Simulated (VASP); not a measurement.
A run of VASP 6.6.1 is set up as follows.

The input INCAR:

```
PREC = Accurate ; ENCUT = 520
EDIFF = 1E-6 ; ISMEAR = 0
SIGMA = 0.02 ; LREAL = F
LASPH = T ; NELM = 100
ALGO = Normal ; ISIF = 2
LWAVE = F ; LCHARG = F
LDIPOL = T ; IDIPOL = 3
DIPOL = 0.5 0.5 0.500 ; GGA = PE
IVDW = 12 ; NBANDS = 11
```

KPOINTS

```
Automatic mesh
0
Gamma
  12 12 1
```

Contents of POSCAR:

```
BN
1.0
    2.5087620658      0.0000000000      0.0000000000
   -1.2543810329      2.2161047147      0.0000000000
    0.0000000000      0.0000000000     26.0000000000
B N
1 1
Direct
   -0.0005872608     -0.0011745216      0.5000000000
    0.6672539275      0.3345078549      0.5000000000
```

Potentials or basis: VASP PAW PBE potentials, release 64 (B, N).

The run is started by

```sh
$ cat potpaw_PBE.64/B/POTCAR potpaw_PBE.64/N/POTCAR > POTCAR
$ mpirun -np 1 vasp_std > vasp.out
```

**Question.** Estimate the band gap on the k mesh.

**Answer.** 4.60 eV.

**Question.** Predict the dispersion energy per atom.

**Answer.** -0.076 eV.

**Question.** Predict the largest force.

**Answer.** 0.006 eV/Å.

Forces on the atoms (eV/Å):
```
B    0.000  0.006  0.000
N    0.000 -0.006  0.000
```

Caveat: the cell differs from its parent crystal (strain along y +0.020, then relaxed in part).
